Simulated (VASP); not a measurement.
# B (Fdd2) in VASP: notebook

The runs below take B through single point, relaxation of cell and atoms, with PBE.

All numbers are computed with VASP 6.6.1; they aren't measurements. Logs are shortened: lines on timing, memory, paths and dates and some standing lists are left out, and cuts for length are marked.

### 1 The cell of the first run

It takes space group Fdd2 (No. 43, orthorhombic). The conventional cell has a = 6.312 Å, b = 9.405 Å, c = 4.789 Å, α = 90.00°, β = 90.00°, γ = 90.00°. B (site symmetry 1) has 3 B at 1.60 to 1.62 Å within 2.1 Å. Within 2.1 Å of B (site symmetry 1) lie 4 B at 1.60 to 1.62 Å.

### 2 Single point, PBE

Input file INCAR:

```
SYSTEM = B
PREC = Accurate ; ENCUT = 520
EDIFF = 1E-7 ; ISMEAR = 0
SIGMA = 0.1 ; LREAL = .False.
LASPH = .True. ; NELM = 100
ALGO = Normal ; ISIF = 2
LWAVE = .False. ; LCHARG = .False.
GGA = PE ; NBANDS = 22
```

Input file KPOINTS:

```
regular mesh
0
Gamma
  6 6 6
  0 0 0
```

Input file POSCAR:

```
B
1.0
    0.0000000000      4.7026739300      2.3945332600
    3.1559253400      0.0000000000      2.3945332600
    3.1559253400      4.7026739300      0.0000000000
B
8
Direct
    0.9483071400      0.4371224200      0.9588506300
    0.4371224200      0.9483071400      0.6557198100
    0.2911493700      0.5942801900      0.3016928600
    0.5942801900      0.2911493700      0.8128775800
    0.8696188100      0.5648152200      0.7063989800
    0.5648152200      0.8696188100      0.8591669900
    0.5436010200      0.3908330100      0.3803811900
    0.3908330100      0.5436010200      0.6851847800
```

Potentials or basis: VASP PAW PBE potentials, release 64 (B).

Run with:

```bash
$ cat potpaw_PBE.64/B/POTCAR > POTCAR
$ mpirun -np 1 vasp_std > vasp.out
```

OUTCAR:

```text
SYSTEM = B
   PREC = Accurate
   ENCUT = 520
   EDIFF = 1E-7
   ISMEAR = 0
   LREAL = .False.
   LASPH = .True.
   NELM = 100
   ISIF = 2
   GGA = PE

 ion  position               nearest neighbor table
   1  0.948  0.437  0.959-   7 1.60   5 1.61   8 1.62
   2  0.437  0.948  0.656-   8 1.60   6 1.61   7 1.62
   3  0.291  0.594  0.302-   5 1.60   7 1.61   6 1.62
   4  0.594  0.291  0.813-   6 1.60   8 1.61   5 1.62
   5  0.870  0.565  0.706-   3 1.60   1 1.61   6 1.61   4 1.62
   6  0.565  0.870  0.859-   4 1.60   2 1.61   5 1.61   3 1.62
   7  0.544  0.391  0.380-   1 1.60   3 1.61   8 1.61   2 1.62
   8  0.391  0.544  0.685-   2 1.60   4 1.61   7 1.61   1 1.62

  LATTYP: Found a face centered orthorhombic cell.
 ALAT       =     4.7890665200
 B/A-ratio  =     1.3179709769
 C/A-ratio  =     1.9639209062

  Lattice vectors:

 A1 = (   3.1559253400,   4.7026739300,   0.0000000000)
 A2 = (   0.0000000000,   4.7026739300,   2.3945332600)
 A3 = (   3.1559253400,   0.0000000000,   2.3945332600)

Analysis of symmetry for initial positions (statically):
=====================================================================
 Subroutine PRICEL returns:
 Original cell was already a primitive cell.

 Routine SETGRP: Setting up the symmetry group for a
 face centered orthorhombic supercell.

 Subroutine GETGRP returns: Found  4 space group operations
 (whereof  2 operations were pure point group operations)
 out of a pool of  8 trial point group operations.

The static configuration has the point symmetry C_2 .
 The point group associated with its full space group is C_2v.

Analysis of symmetry for dynamics (positions and initial velocities):
=====================================================================
 Subroutine PRICEL returns:
 Original cell was already a primitive cell.

 Routine SETGRP: Setting up the symmetry group for a
 face centered orthorhombic supercell.

 Subroutine GETGRP returns: Found  4 space group operations
 (whereof  2 operations were pure point group operations)
 out of a pool of  8 trial point group operations.

The dynamic configuration has the point symmetry C_2 .
 The point group associated with its full space group is C_2v.

 Subroutine INISYM returns: Found  4 space group operations
 (whereof  2 operations are pure point group operations),
 and found     1 'primitive' translations

----------------------------------------------------------------------------------------

                                     Primitive cell
[... 103 lines left out ...]
   EDIFF  = 0.1E-06   stopping-criterion for ELM
   LREAL  =      F    real-space projection
   EDIFFG = 0.1E-05   stopping-criterion for IOM
   NSW    =      0    number of steps for IOM
   IBRION =     -1    ionic relax: 0-MD 1-quasi-New 2-CG
   NFREE  =      0    steps in history (QN), initial steepest desc. (CG)
   ISIF   =      2    stress and relaxation
   ISYM   =      2    0-nonsym 1-usesym 2-fastsym
   POTIM  = 0.5000    time-step for ionic-motion
   TEBEG  =    0.0;   TEEND  =   0.0 temperature during run
   PSTRESS=    0.0 pullay stress
   NELECT =      24.0000    total number of electrons
   NUPDOWN=      -1.0000    fix difference up-down
   EMIN   =  10.00;   EMAX   =-10.00  energy-range for DOS
   EFERMI =   0.00;   METHOD = LEGACY
   ISMEAR =     0;   SIGMA  =   0.10  broadening in eV -4-tet -1-fermi 0-gaus
   EFERMI_NEDOS =   21; number of points for ismear=-14 and -15
   IALGO  =     38    algorithm
   IMIX   =      4    mixing-type and parameters
     AMIX     =   0.40;   BMIX     =  1.00
     AMIX_MAG =   1.60;   BMIX_MAG =  1.00
  volume/ion in A,a.u.               =       8.88        59.96
  Fermi-wavevector in a.u.,A,eV,Ry     =   1.139999  2.154286 17.682097  1.299597
  Thomas-Fermi vector in A             =   2.276702
   LORBIT       =      0    0 simple, 1 ext, 2 COOP (PROOUT), +10 PAW based schemes
   GGA     = PE    functional components
   LHFCALC =     F    Hartree Fock is set to
   AEXX    =    0.0000 exact exchange contribution
   IVDW    =     0    specifies the selected vdW correction
   LEPSILON=     F    determine dielectric tensor
   LRPA    =     F    only Hartree local field effects (RPA)
 non-spin polarized calculation
 Gauss-broadening in eV      SIGMA  =   0.10
  energy-cutoff  :      520.00
  volume of cell :       71.08
 maximum number of plane-waves:      1933
   NGX = 19   NGY = 15   NGZ = 21

 number of electron      24.0000000 magnetization

 Free energy of the ion-electron system (eV)
  ---------------------------------------------------
  ext. energy  EPLUGINS =         0.00000000
  ---------------------------------------------------
  free energy    TOTEN  =       -43.11170544 eV

  energy without entropy =      -43.09677937  energy(sigma->0) =      -43.10424240

 E-fermi :   3.3965     XC(G=0): -10.3977

 val. band max:        3.3927307371   @ k =  -0.1667   0.3333   0.3333
 cond. band min:       3.4025102550   @ k =  -0.3333   0.5000   0.1667
 fundamental gap:      0.0097795179
 Fermi energy:         3.3964889226

 k-point     1 :       0.0000    0.0000    0.0000
  band No.  band energies     occupation
      1     -10.2367      2.00000
      2      -5.8190      2.00000
      3      -5.5431      2.00000
      4      -2.6663      2.00000
      5      -2.5991      2.00000
      6      -1.6167      2.00000
[... 589 lines left out ...]
     21      13.5258      0.00000
     22      14.0165      0.00000

 [... further k-points ...]
[... 5 lines left out ...]
  --------------------------------------------------------------------------------------
  -------------------------------------------------------------------------------------
  Total       16.5285689     20.1204867     10.8047007      0.0000000      0.0000000      0.0000000
  in kB      372.5832949    453.5514985    243.5571405      0.0000000      0.0000000      0.0000000
  external PRESSURE =     356.5639780 kB  Pullay stress =       0.0000000 kB

 VOLUME and BASIS-vectors are now :
 -----------------------------------------------------------------------------
  energy-cutoff  :      520.00
  volume of cell :       71.08
      direct lattice vectors                 reciprocal lattice vectors
     0.000000000  4.702673930  2.394533260    -0.158432138  0.106322490  0.208808960
     3.155925340  0.000000000  2.394533260     0.158432138 -0.106322490  0.208808960
     3.155925340  4.702673930  0.000000000     0.158432138  0.106322490 -0.208808960

 POSITION                                       TOTAL-FORCE (eV/Angst)
 -----------------------------------------------------------------------------------
      4.40559      8.96874      3.31746         0.557305      1.489026      0.470009
      5.06219      5.13928      3.31746        -0.557305     -1.489026      0.470009
      2.82762      2.78794      2.12019         0.557305     -1.489026      0.470009
      3.48423      6.61740      2.12019        -0.557305      1.489026      0.470009
      4.01186      7.41150      3.43480        -1.549640     -0.906032     -0.470009
      5.45592      6.69652      3.43480         1.549640      0.906032     -0.470009
      2.43389      4.34519      2.23753        -1.549640      0.906032     -0.470009
      3.87796      5.06016      2.23753         1.549640     -0.906032     -0.470009
 -----------------------------------------------------------------------------------
    total drift:                               -0.000000     -0.000000     -0.000007

  FREE ENERGIE OF THE ION-ELECTRON SYSTEM (eV)
  ---------------------------------------------------
  free  energy   TOTEN  =       -43.1117054392 eV

  energy  without entropy=      -43.0967793680  energy(sigma->0) =      -43.10424240
```

stdout:

```text
POSCAR found type information on POSCAR B
 POSCAR found :  1 types and       8 ions
 scaLAPACK will be used
 LDA part: xc-table for (Slater+PW92), standard interpolation
 POSCAR, INCAR and KPOINTS ok, starting setup
 FFT: planning ... GRIDC
 FFT: planning ... GRID_SOFT
 FFT: planning ... GRID
 WAVECAR not read
 entering main loop
```

Wall time 91 s (1 thread of Intel Xeon Platinum 8488C (Sapphire Rapids), shared host); peak memory 0.22 GiB.

What came out:

```yaml
Free_energy: -43.1117 eV
Pressure: 35.7 GPa
Largest_force: 1.856 eV/Å
Band_gap_on_the_k_mesh: zero (band 12 reaches 3.88 eV, above the bottom of band 13 at 2.44 eV)
```

Forces on the atoms (eV/Å):
```
B    0.557  1.489  0.470
B   -0.557 -1.489  0.470
B    0.557 -1.489  0.470
B   -0.557  1.489  0.470
B   -1.550 -0.906 -0.470
B    1.550  0.906 -0.470
B   -1.550  0.906 -0.470
B    1.550 -0.906 -0.470
```

Caveat: forces of over 1 eV/Å act on the atoms, so gaps and moduli don't describe the material at rest.

### 3 Relaxation of cell and atoms, PBE

Input file INCAR:

```
SYSTEM = B
PREC = Accurate
ENCUT = 600
EDIFF = 1E-6
ISMEAR = 0
SIGMA = 0.1
LREAL = .False.
LASPH = .True.
NELM = 60
ALGO = Normal
ISIF = 3
LWAVE = .False.
LCHARG = .False.
GGA = PE
IBRION = 2
NSW = 90
EDIFFG = -0.04
```

KPOINTS is that of step 2.

POSCAR is that of step 2.

Potentials or basis: VASP PAW PBE potentials, release 64 (B).

Run with:

```bash
$ cat potpaw_PBE.64/B/POTCAR > POTCAR
$ mpirun -np 1 vasp_std > vasp.out
```

It took 52 min on 1 thread of Intel Xeon Platinum 8488C (Sapphire Rapids), shared host; peak memory 0.26 GiB.

Results (log left out):

```yaml
Free_energy: -50.8399 eV
Relaxed_volume: 7.59 Å³/atom
Relaxed_cell: a = 4.417 Å, b = 4.790 Å, c = 6.085 Å, α = 46.05°, β = 51.32°, γ = 82.63°
Space_group_after_relaxing_to_0.05_Å: Fddd (No. 70)
Energy_gained_by_relaxing: 965.0 meV/atom
Ionic_steps: 64
Pressure_after_relaxing: 0.0 GPa
Largest_force_after_relaxing: 0.030 eV/Å
Band_gap_on_the_k_mesh: zero (band 12 reaches 6.20 eV, above the bottom of band 13 at 5.09 eV)
```

Forces on the atoms (eV/Å):
```
B    0.012  0.026  0.006
B   -0.012 -0.026  0.006
B    0.012 -0.026  0.006
B   -0.012  0.026  0.006
B   -0.004  0.018 -0.006
B    0.004 -0.018 -0.006
B   -0.004 -0.018 -0.006
B    0.004  0.018 -0.006
```

Stress tensor (GPa, compression positive):
```
 0.00  0.00  0.00
 0.00 -0.11  0.00
 0.00  0.00  0.16
```

The path:
```
step  energy change (eV)  largest force (eV/Å)  pressure (GPa)  volume (Å³)
   1              0.0000                1.8556           35.63        71.08
   3             -1.8447                1.0536            1.22        86.32
   5             -2.4485                1.2328           -7.07        93.31
   7             -2.9976                0.6063           -6.40        91.85
   9             -3.0718                0.6875           -6.52        91.03
  11             -3.3501                0.7709            1.61        84.70
  13             -3.8827                1.3147            2.65        79.77
  15             -3.9621                2.4392            5.12        75.44
  17             -4.1880                2.3507            3.77        74.27
  19             -4.4722                2.0923            0.61        68.24
  21             -4.7684                1.5968           -0.95        69.43
  23             -5.1722                1.0310           -5.32        68.82
  25             -5.4783                0.6807           -0.78        66.43
  27             -5.5087                0.7119            1.34        65.59
  29             -5.5601                0.4870            1.70        65.37
  31             -5.6228                0.2721            1.00        65.72
  33             -5.6848                0.2462           -1.23        67.17
  35             -5.7923                0.4778            1.65        67.79
  37             -5.8877                0.2698           -0.88        69.60
  39             -6.1199                1.3689          -19.35        74.94
  41             -6.0596                0.7456           -8.73        72.88
  43             -6.0997                0.7943          -10.28        73.31
  45             -6.2562                1.1327          -17.85        74.71
  47             -6.3291                1.0038          -16.05        74.09
  49             -6.6433                1.0835          -16.60        71.77
  51             -7.1045                1.0832            5.05        60.49
  53             -7.3443                0.9212           -2.61        63.14
  55             -7.3740                0.6609           12.08        56.45
  57             -7.6750                0.3702            3.52        59.46
  59             -7.7005                0.1802            0.07        60.16
  61             -7.7118                0.1683           -0.21        60.47
  63             -7.7186                0.0690            0.50        60.54
  64             -7.7197                0.0296            0.02        60.73
```

Final structure:
```yaml
crystal:
  lattice:
    - [0.00000, 4.09853, 1.64734]
    - [4.49733, 0.00000, 1.64734]
    - [4.49733, 4.09853, 0.00000]
  atoms:
    - { symbol: B, position: [0.90055, 0.50844, 0.99118] }
    - { symbol: B, position: [0.50844, 0.90055, 0.59983] }
    - { symbol: B, position: [0.25882, 0.65017, 0.34945] }
    - { symbol: B, position: [0.65017, 0.25882, 0.74156] }
    - { symbol: B, position: [0.79689, 0.61398, 0.70270] }
    - { symbol: B, position: [0.61398, 0.79689, 0.88643] }
    - { symbol: B, position: [0.54730, 0.36357, 0.45311] }
    - { symbol: B, position: [0.36357, 0.54730, 0.63602] }
```

Levels at points of the mesh, in eV from the Fermi level:
| k point | band 10 | band 11 | band 12 | band 13 | band 14 | band 15 |
| --- | --- | --- | --- | --- | --- | --- |
| (0.00, 0.00, 0.00) | -2.48 | -1.72 | -0.96 | 0.64 | 0.77 | 0.80 |
| (0.50, 0.00, 0.00) | -3.42 | -2.65 | -2.14 | 0.40 | 3.02 | 3.61 |
| (0.50, 0.50, 0.00) | -2.83 | 0.04 | 0.04 | 0.59 | 0.59 | 3.61 |
| (0.50, 0.00, 0.50) | -2.58 | -0.06 | -0.06 | 0.16 | 0.16 | 4.94 |
| (0.00, 0.50, 0.50) | -1.93 | -1.73 | -1.73 | 0.21 | 0.21 | 5.26 |
